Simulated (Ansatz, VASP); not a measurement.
**One calculation of GaAs, two programs**

```
Ga As
1.0
     0.00000    2.80154    2.80154
     2.80154    0.00000    2.80154
     2.80154    2.80154    0.00000
Ga As
1 1
Direct
  0.00000 0.00000 0.00000
  0.75000 0.75000 0.75000
```

Alike in both runs: functional LDA; k mesh 10 × 10 × 10; occupations gaussian, width 0.1 eV; no spin polarisation.

Ansatz relaxed the structure, and its values are those at the end. VASP's run is a single point on that final structure, the one shown.

|  | VASP | Ansatz |
| --- | --- | --- |
| version | VASP 6.6.1 | Ansatz 0.2.0 |
| potentials or method | VASP PAW LDA potentials, release 64 (Ga_d, As), cutoff 520 eV | scalar-relativistic, plane waves, PAW |
| valence electrons in the cell | 18 | 28 |

```csv
,VASP,Ansatz,Ansatz less VASP
gap on the k mesh at the Fermi level (eV),0.54,0.49,-0.045
least direct gap on the mesh (eV),0.54,0.49,-0.045
pressure (GPa),0.3,0.0,-0.32
```

Ansatz warns that its potentials were made for another functional, while VASP's fit it. LDA's correlation is that of Perdew and Zunger in VASP and of Perdew and Wang (1992) in Ansatz. VASP's potentials hold 18 valence electrons a cell and Ansatz's 28, so a difference there can come from the potentials and not from the codes.
